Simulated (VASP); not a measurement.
# CdF2 in VASP: notebook

The runs below take CdF2 through single point, with PBE, PBEsol+U.

All numbers are computed with VASP 6.6.1; they aren't measurements. Logs are shortened: lines on timing, memory, paths and dates and some standing lists are left out, and cuts for length are marked.

## 1. The cell of the first run

It takes space group Fm-3m (No. 225, cubic). Conventional cell: a = 5.388 Å, b = 5.388 Å, c = 5.388 Å, α = 90.00°, β = 90.00°, γ = 90.00°. Cd (site symmetry m-3m) has 8 F at 2.33 Å within 3.1 Å. Within 3.1 Å of F (site symmetry -43m) lie 4 Cd at 2.33 Å and 6 F at 2.69 Å.

## 2. Single point, PBE

The input, INCAR:

```
SYSTEM = CdF2
PREC = Accurate
ENCUT = 520
EDIFF = 1E-6
ISMEAR = 0
SIGMA = 0.1
LREAL = .FALSE.
LASPH = .TRUE.
NELM = 80
ALGO = Normal
ISIF = 2
LWAVE = .FALSE.
LCHARG = .FALSE.
GGA = PE
NBANDS = 20
```

The input, KPOINTS:

```
regular mesh
0
G
  6 6 6
  0 0 0
```

The input, POSCAR:

```
CdF2
1.0
    0.0000000000      2.6940000000      2.6940000000
    2.6940000000      0.0000000000      2.6940000000
    2.6940000000      2.6940000000      0.0000000000
Cd F
1 2
Direct
    0.0000000000      0.0000000000      0.0000000000
    0.2500000000      0.2500000000      0.2500000000
    0.7500000000      0.7500000000      0.7500000000
```

Potentials or basis: VASP PAW PBE potentials, release 64 (Cd, F).

Command:

```sh
$ cat potpaw_PBE.64/Cd/POTCAR potpaw_PBE.64/F/POTCAR > POTCAR
$ mpirun -np 1 vasp_std > vasp.out
```

OUTCAR:

```text
SYSTEM = CdF2
   PREC = Accurate
   ENCUT = 520
   EDIFF = 1E-6
   ISMEAR = 0
   LREAL = .FALSE.
   LASPH = .TRUE.
   NELM = 80
   ISIF = 2
   GGA = PE

 ion  position               nearest neighbor table
   1  0.000  0.000  0.000-   3 2.33   3 2.33   3 2.33   2 2.33   3 2.33   2 2.33   2 2.33   2 2.33

   2  0.250  0.250  0.250-   1 2.33   1 2.33   1 2.33   1 2.33
   3  0.750  0.750  0.750-   1 2.33   1 2.33   1 2.33   1 2.33

  LATTYP: Found a face centered cubic cell.
 ALAT       =     5.3880000000

  Lattice vectors:

 A1 = (   0.0000000000,   2.6940000000,   2.6940000000)
 A2 = (   2.6940000000,   0.0000000000,   2.6940000000)
 A3 = (   2.6940000000,   2.6940000000,   0.0000000000)

Analysis of symmetry for initial positions (statically):
=====================================================================
 Subroutine PRICEL returns:
 Original cell was already a primitive cell.

 Routine SETGRP: Setting up the symmetry group for a
 face centered cubic supercell.

 Subroutine GETGRP returns: Found 48 space group operations
 (whereof 48 operations were pure point group operations)
 out of a pool of 48 trial point group operations.

The static configuration has the point symmetry O_h .

Analysis of symmetry for dynamics (positions and initial velocities):
=====================================================================
 Subroutine PRICEL returns:
 Original cell was already a primitive cell.

 Routine SETGRP: Setting up the symmetry group for a
 face centered cubic supercell.

 Subroutine GETGRP returns: Found 48 space group operations
 (whereof 48 operations were pure point group operations)
 out of a pool of 48 trial point group operations.

The dynamic configuration has the point symmetry O_h .

 Subroutine INISYM returns: Found 48 space group operations
 (whereof 48 operations are pure point group operations),
 and found     1 'primitive' translations

----------------------------------------------------------------------------------------

                                     Primitive cell

  volume of cell :      39.1041

  direct lattice vectors                    reciprocal lattice vectors
     0.000000000  2.694000000  2.694000000    -0.185597624  0.185597624  0.185597624
     2.694000000  0.000000000  2.694000000     0.185597624 -0.185597624  0.185597624
     2.694000000  2.694000000  0.000000000     0.185597624  0.185597624 -0.185597624

  length of vectors
     3.809891337  3.809891337  3.809891337     0.321464515  0.321464515  0.321464515

  position of ions in fractional coordinates (direct lattice)
     0.000000000  0.000000000  0.000000000
     0.250000000  0.250000000  0.250000000
     0.750000000  0.750000000  0.750000000

  ion indices of the primitive-cell ions
   primitive index   ion index
                 1           1
                 2           2
                 3           3

----------------------------------------------------------------------------------------

 KPOINTS: regular mesh

Automatic generation of k-mesh.
 Grid dimensions read from file:
 generate k-points for:    6    6    6

 Generating k-lattice:

  Cartesian coordinates                     Fractional coordinates (reciprocal lattice)
    -0.030932937  0.030932937  0.030932937     0.166666667  0.000000000  0.000000000
     0.030932937 -0.030932937  0.030932937     0.000000000  0.166666667  0.000000000
     0.030932937  0.030932937 -0.030932937     0.000000000  0.000000000  0.166666667

  Length of vectors
     0.053577419  0.053577419  0.053577419

  Shift w.r.t. Gamma in fractional coordinates (k-lattice)
     0.000000000  0.000000000  0.000000000

 Subroutine IBZKPT returns following result:
 ===========================================

 Found     16 irreducible k-points:

 Following reciprocal coordinates:
            Coordinates               Weight
  0.000000  0.000000  0.000000      1.000000
  0.166667  0.000000  0.000000      8.000000
  0.333333  0.000000  0.000000      8.000000
  0.500000  0.000000  0.000000      4.000000
  0.166667  0.166667  0.000000      6.000000
  0.333333  0.166667  0.000000     24.000000
[... 8 lines left out ...]
 -0.333333  0.333333  0.166667     24.000000
 -0.333333  0.500000  0.166667     12.000000
   k-points           NKPTS =     16   k-points in BZ     NKDIM =     16   number of bands    NBANDS=     20
   number of dos      NEDOS =    301   number of ions     NIONS =      3
   total plane-waves  NPLWV =  21952
   dimension x,y,z NGX =    28 NGY =   28 NGZ =   28
   dimension x,y,z NGXF=    56 NGYF=   56 NGZF=   56
   ions per type =               1   2
   NGX,Y,Z   is equivalent  to a cutoff of  12.22, 12.22, 12.22 a.u.
   NGXF,Y,Z  is equivalent  to a cutoff of  24.44, 24.44, 24.44 a.u.
 SYSTEM =  CdF2
   PREC   = accura    normal or accurate (medium, high low for compatibility)
   ISTART =      0    job   : 0-new  1-cont  2-samecut
   ICHARG =      2    charge: 1-file 2-atom 10-const
   ISPIN  =      1    spin polarized calculation?
   LNONCOLLINEAR =      F non collinear calculations
   LSORBIT =      F    spin-orbit coupling
   LASPH  =      T    aspherical Exc in radial PAW
   ENCUT  =  520.0 eV  38.22 Ry    6.18 a.u.   7.08  7.08  7.08*2*pi/ulx,y,z
   NELM   =     80;   NELMIN=  2; NELMDL= -5     # of ELM steps
   EDIFF  = 0.1E-05   stopping-criterion for ELM
   LREAL  =      F    real-space projection
   EDIFFG = 0.1E-04   stopping-criterion for IOM
   NSW    =      0    number of steps for IOM
   IBRION =     -1    ionic relax: 0-MD 1-quasi-New 2-CG
   NFREE  =      0    steps in history (QN), initial steepest desc. (CG)
   ISIF   =      2    stress and relaxation
   ISYM   =      2    0-nonsym 1-usesym 2-fastsym
   POTIM  = 0.5000    time-step for ionic-motion
   TEBEG  =    0.0;   TEEND  =   0.0 temperature during run
   PSTRESS=    0.0 pullay stress
   NELECT =      26.0000    total number of electrons
   NUPDOWN=      -1.0000    fix difference up-down
   EMIN   =  10.00;   EMAX   =-10.00  energy-range for DOS
   EFERMI =   0.00;   METHOD = LEGACY
   ISMEAR =     0;   SIGMA  =   0.10  broadening in eV -4-tet -1-fermi 0-gaus
   EFERMI_NEDOS =   21; number of points for ismear=-14 and -15
   IALGO  =     38    algorithm
   IMIX   =      4    mixing-type and parameters
     AMIX     =   0.40;   BMIX     =  1.00
     AMIX_MAG =   1.60;   BMIX_MAG =  1.00
  volume/ion in A,a.u.               =      13.03        87.96
  Fermi-wavevector in a.u.,A,eV,Ry     =   1.428867  2.700166 27.778468  2.041660
  Thomas-Fermi vector in A             =   2.548882
   LORBIT       =      0    0 simple, 1 ext, 2 COOP (PROOUT), +10 PAW based schemes
   GGA     = PE    functional components
   LHFCALC =     F    Hartree Fock is set to
   AEXX    =    0.0000 exact exchange contribution
   IVDW    =     0    specifies the selected vdW correction
   LEPSILON=     F    determine dielectric tensor
   LRPA    =     F    only Hartree local field effects (RPA)
 non-spin polarized calculation
 Gauss-broadening in eV      SIGMA  =   0.10
  energy-cutoff  :      520.00
  volume of cell :       39.10
 maximum number of plane-waves:      1067
   NGX = 15   NGY = 15   NGZ = 15

 number of electron      25.9999990 magnetization

 Free energy of the ion-electron system (eV)
  ---------------------------------------------------
  ext. energy  EPLUGINS =         0.00000000
  ---------------------------------------------------
  free energy    TOTEN  =       -10.85947410 eV

  energy without entropy =      -10.85947410  energy(sigma->0) =      -10.85947410

 E-fermi :  -0.7848     XC(G=0): -10.4121

 val. band max:       -1.3310178156   @ k =  -0.3333   0.5000   0.1667
 cond. band min:       1.7564672954   @ k =   0.0000   0.0000   0.0000
 fundamental gap:      3.0874851111
 Fermi energy:        -0.7848264061

 k-point     1 :       0.0000    0.0000    0.0000
  band No.  band energies     occupation
      1     -22.1167      2.00000
      2     -21.0119      2.00000
      3      -6.9269      2.00000
      4      -6.9269      2.00000
      5      -6.9269      2.00000
      6      -5.7193      2.00000
[... 12 lines left out ...]
     19      18.5864      0.00000
     20      18.5864      0.00000

 k-point     2 :       0.1667    0.0000    0.0000
  band No.  band energies     occupation
      1     -22.0302      2.00000
      2     -21.0884      2.00000
      3      -6.8268      2.00000
      4      -6.8268      2.00000
      5      -6.6382      2.00000
      6      -5.7462      2.00000
[... 12 lines left out ...]
     19      17.9599      0.00000
     20      17.9599      0.00000

 k-point     3 :       0.3333    0.0000    0.0000
  band No.  band energies     occupation
      1     -21.8118      2.00000
      2     -21.2844      2.00000
      3      -6.6494      2.00000
      4      -6.6494      2.00000
      5      -5.9401      2.00000
      6      -5.7246      2.00000
[... 12 lines left out ...]
     19      17.1721      0.00000
     20      18.0078      0.00000

 k-point     4 :       0.5000    0.0000    0.0000
  band No.  band energies     occupation
      1     -21.5784      2.00000
      2     -21.5039      2.00000
      3      -6.5870      2.00000
      4      -6.5870      2.00000
      5      -5.6484      2.00000
      6      -5.6484      2.00000
[... 12 lines left out ...]
     19      16.8751      0.00000
     20      17.4475      0.00000

 k-point     5 :       0.1667    0.1667    0.0000
  band No.  band energies     occupation
      1     -22.0054      2.00000
      2     -21.1080      2.00000
      3      -6.7724      2.00000
      4      -6.7724      2.00000
      5      -6.5684      2.00000
      6      -5.8687      2.00000
[... 12 lines left out ...]
     19      18.8514      0.00000
     20      19.2319      0.00000
[... 169 lines left out ...]
      6      -5.6036      2.00000
[... 12 lines left out ...]
     19      18.1431      0.00000
     20      20.1273      0.00000

 k-point    14 :       0.5000    0.3333    0.1667
  band No.  band energies     occupation
      1     -21.6944      2.00000
      2     -21.3696      2.00000
      3      -6.4627      2.00000
      4      -6.3196      2.00000
      5      -6.0726      2.00000
      6      -5.7233      2.00000
[... 12 lines left out ...]
     19      18.0501      0.00000
     20      20.1092      0.00000

 k-point    15 :      -0.3333    0.3333    0.1667
  band No.  band energies     occupation
      1     -21.5342      2.00000
      2     -21.5155      2.00000
      3      -6.4097      2.00000
      4      -6.2165      2.00000
      5      -5.8711      2.00000
      6      -5.7911      2.00000
[... 12 lines left out ...]
     19      17.6555      0.00000
     20      20.5275      0.00000

 k-point    16 :      -0.3333    0.5000    0.1667
  band No.  band energies     occupation
      1     -21.5847      2.00000
      2     -21.4525      2.00000
      3      -6.4865      2.00000
      4      -5.9656      2.00000
      5      -5.9047      2.00000
      6      -5.8368      2.00000
[... 12 lines left out ...]
     19      18.9556      0.00000
     20      19.3937      0.00000

------------------------ aborting loop because EDIFF is reached ----------------------------------------

  FORCE on cell =-STRESS in cart. coord.  units (eV):
  Direction    XX          YY          ZZ          XY          YZ          ZX
  --------------------------------------------------------------------------------------
  -------------------------------------------------------------------------------------
  Total        1.5147506      1.5147506      1.5147506      0.0000000      0.0000000      0.0000000
  in kB       62.0624550     62.0624550     62.0624550      0.0000000      0.0000000      0.0000000
  external PRESSURE =      62.0624550 kB  Pullay stress =       0.0000000 kB

 VOLUME and BASIS-vectors are now :
 -----------------------------------------------------------------------------
  energy-cutoff  :      520.00
  volume of cell :       39.10
      direct lattice vectors                 reciprocal lattice vectors
     0.000000000  2.694000000  2.694000000    -0.185597624  0.185597624  0.185597624
     2.694000000  0.000000000  2.694000000     0.185597624 -0.185597624  0.185597624
     2.694000000  2.694000000  0.000000000     0.185597624  0.185597624 -0.185597624

 POSITION                                       TOTAL-FORCE (eV/Angst)
 -----------------------------------------------------------------------------------
      0.00000      0.00000      0.00000         0.000000     -0.000000     -0.000000
      1.34700      1.34700      1.34700        -0.000000     -0.000000     -0.000000
      4.04100      4.04100      4.04100         0.000000      0.000000      0.000000
 -----------------------------------------------------------------------------------
    total drift:                                0.000000      0.000000      0.000000

  FREE ENERGIE OF THE ION-ELECTRON SYSTEM (eV)
  ---------------------------------------------------
  free  energy   TOTEN  =       -10.8594741005 eV

  energy  without entropy=      -10.8594741005  energy(sigma->0) =      -10.85947410
```

It took 6.9 s on 1 thread of Intel Xeon 6975P-C (Granite Rapids), shared host; peak memory 0.15 GiB.

What came out:

| Quantity | Value |
| --- | --- |
| Free energy | -10.8595 eV |
| Pressure | 6.2 GPa |
| Band gap on the k mesh | 3.09 eV, indirect (least direct gap 3.57 eV) |

## 3. Single point, PBE

The input, INCAR:

```
PREC = Accurate ; ENCUT = 520
EDIFF = 1E-6 ; ISMEAR = 0
SIGMA = 0.1 ; LREAL = F
LASPH = T ; NELM = 80
ALGO = Normal ; ISIF = 2
LWAVE = F ; LCHARG = T
GGA = PE ; LELF = T
LVHAR = T ; NBANDS = 20
```

The input, KPOINTS:

```
regular mesh
0
Gamma
  6 6 6
```

POSCAR is that of step 2.

Potentials or basis: VASP PAW PBE potentials, release 64 (Cd, F).

Command:

```sh
$ cat potpaw_PBE.64/Cd/POTCAR potpaw_PBE.64/F/POTCAR > POTCAR
$ mpirun -np 1 vasp_std > vasp.out
```

Wall time 7.3 s (1 thread of Intel Xeon 6975P-C (Granite Rapids), shared host); peak memory 0.15 GiB.

The run converged. Its results:

```yaml
Free_energy: -10.8595 eV
Pressure: 6.2 GPa
Band_gap_on_the_k_mesh: 3.09 eV, indirect (least direct gap 3.57 eV)
```

Levels at points of the mesh, in eV from the valence-band top:
```csv
k point,band 9,band 10,band 11,band 12,band 13,band 14,band 15,band 16,band 17,band 18
"(0.00, 0.00, 0.00)",-0.95,-0.95,-0.48,-0.48,-0.48,3.09,12.72,12.72,12.72,17.66
"(0.50, 0.00, 0.00)",-2.25,-1.82,-1.82,-0.38,-0.38,7.19,9.18,14.52,14.52,18.21
"(0.50, 0.50, 0.00)",-2.94,-2.94,-0.48,-0.07,-0.07,8.02,9.67,11.94,14.30,14.30
```

A k mesh can miss the band edges.

## 4. Single point, PBE

The input, INCAR:

```
PREC = Accurate
ENCUT = 520
EDIFF = 1E-7
ISMEAR = 1
SIGMA = 0.27211386245988
LREAL = False
LASPH = True
NELM = 100
ALGO = Normal
ISIF = 2
LWAVE = False
LCHARG = True
GGA = PE
LELF = True
LVHAR = True
NELECT = 28.0
NBANDS = 20
```

KPOINTS is that of step 3.

POSCAR is that of step 3.

Command:

```sh
$ cat potpaw_PBE.64/Cd/POTCAR potpaw_PBE.64/F/POTCAR > POTCAR
$ mpirun -np 1 vasp_std > vasp.out
```

Run time: 8.9 s. Hardware: 1 thread of Intel Xeon 6975P-C (Granite Rapids), shared host; peak memory 0.15 GiB.

Results (log left out):

- Free energy: -0.2519 eV

Levels at points of the mesh, in eV from the Fermi level:
```csv
k point,band 12,band 13,band 14,band 15,band 16,band 17
"(0.00, 0.00, 0.00)",-8.15,-8.15,-5.79,3.69,3.69,3.69
"(0.50, 0.00, 0.00)",-8.07,-8.07,-0.99,-0.16,5.95,5.95
"(0.50, 0.50, 0.00)",-7.75,-7.75,-0.16,0.76,1.93,5.66
```

Caveat: the cell carries a net charge on a neutralising background, which shifts energy and pressure; the cell is charged against a uniform background, so pressure and absolute levels hang on convention.

## 5. Single point, PBEsol+U

The input, INCAR:

```
  PREC = Accurate
  ENCUT = 520
  EDIFF = 1E-7
  ISMEAR = 0
  SIGMA = 0.1
  LREAL = False
  LASPH = True
  NELM = 150
  ALGO = Normal
  ISIF = 2
  LWAVE = False
  LCHARG = False
  LDAU = True
  LDAUTYPE = 2
  LDAUL = 2 -1
  LDAUU = 1.3 0
  LDAUJ = 0 0
  LDAUPRINT = 1
  GGA = PS
  NBANDS = 20
```

The input, KPOINTS:

```
Automatic mesh
0
Gamma
  6 6 6
```

POSCAR is that of step 4.

Command:

```sh
$ cat potpaw_PBE.64/Cd/POTCAR potpaw_PBE.64/F/POTCAR > POTCAR
$ mpirun -np 1 vasp_std > vasp.out
```

Run time: 7 s. Hardware: 1 thread of Intel Xeon 6975P-C (Granite Rapids), shared host; peak memory 0.15 GiB.

The run converged. Its results:

* Free energy: -11.4297 eV
* Pressure: -0.2 GPa
* Band gap on the k mesh: 3.01 eV, indirect (least direct gap 3.60 eV)

Levels at points of the mesh, in eV from the valence-band top:
```csv
k point,band 9,band 10,band 11,band 12,band 13,band 14,band 15,band 16,band 17,band 18
"(0.00, 0.00, 0.00)",-0.91,-0.91,-0.59,-0.59,-0.59,3.01,12.61,12.61,12.61,17.49
"(0.50, 0.00, 0.00)",-2.24,-1.79,-1.79,-0.45,-0.45,7.16,9.07,14.42,14.42,17.97
"(0.50, 0.50, 0.00)",-2.93,-2.93,-0.43,-0.07,-0.07,7.98,9.57,11.73,14.22,14.22
```

Eigenvalues of the final occupation matrices:
```
    site  spin  trace               eigenvalues
site 1 d     1   4.88  0.97 0.97 0.98 0.98 0.98
site 1 d     2   4.88  0.97 0.97 0.98 0.98 0.98
```

Caveat: the PAW data sets were made with another functional, which shifts forces and pressure a little.

## 6. Single point, PBE

The input, INCAR:

```
PREC = Accurate
ENCUT = 520
EDIFF = 1E-6
ISMEAR = 0
SIGMA = 0.1
LREAL = F
LASPH = T
NELM = 100
ALGO = Normal
ISIF = 2
LWAVE = F
LCHARG = F
GGA = PE
NBANDS = 20
```

The input, KPOINTS:

```
regular mesh
0
Gamma
  6 6 6
```

Changes to POSCAR since step 5:

```diff
@@ -8,3 +8,3 @@
 Direct
-    0.0000000000      0.0000000000      0.0000000000
+   -0.0092798812      0.0092798812      0.0092798812
     0.2500000000      0.2500000000      0.2500000000
```

Potentials or basis: VASP PAW PBE potentials, release 64 (Cd, F).

Command:

```sh
$ cat potpaw_PBE.64/Cd/POTCAR potpaw_PBE.64/F/POTCAR > POTCAR
$ mpirun -np 1 vasp_std > vasp.out
```

It took 11 s on 1 thread of Intel Xeon 6975P-C (Granite Rapids), shared host; peak memory 0.15 GiB.

Results (log left out):

- Free energy: -10.8521 eV
- Pressure: 6.4 GPa
- Largest force: 0.295 eV/Å
- Band gap on the k mesh: 3.09 eV, indirect (least direct gap 3.57 eV)

Forces in eV/Å, atoms in the order of the input:
```
Cd  -0.295  0.000  0.000
F    0.148  0.000  0.000
F    0.148  0.000  0.000
```

Stress tensor (GPa, compression positive):
```
6.27 0.00 0.00
0.00 6.39 0.00
0.00 0.00 6.39
```

Levels at points of the mesh, in eV from the valence-band top:
| k point | band 9 | band 10 | band 11 | band 12 | band 13 | band 14 | band 15 | band 16 | band 17 | band 18 |
| --- | --- | --- | --- | --- | --- | --- | --- | --- | --- | --- |
| (0.00, 0.00, 0.00) | -0.95 | -0.95 | -0.48 | -0.48 | -0.48 | 3.09 | 12.72 | 12.73 | 12.73 | 17.65 |
| (0.50, 0.00, 0.00) | -2.25 | -1.82 | -1.82 | -0.38 | -0.38 | 7.19 | 9.18 | 14.52 | 14.52 | 18.19 |
| (0.50, 0.50, 0.00) | -2.94 | -2.87 | -0.48 | -0.08 | -0.07 | 8.02 | 9.67 | 11.93 | 14.31 | 14.32 |
| (0.00, 0.50, 0.50) | -2.93 | -2.93 | -0.47 | -0.07 | -0.07 | 8.02 | 9.67 | 11.94 | 14.31 | 14.31 |

A k mesh can miss the band edges. As with any semilocal functional, this PBE gap is likely too small.
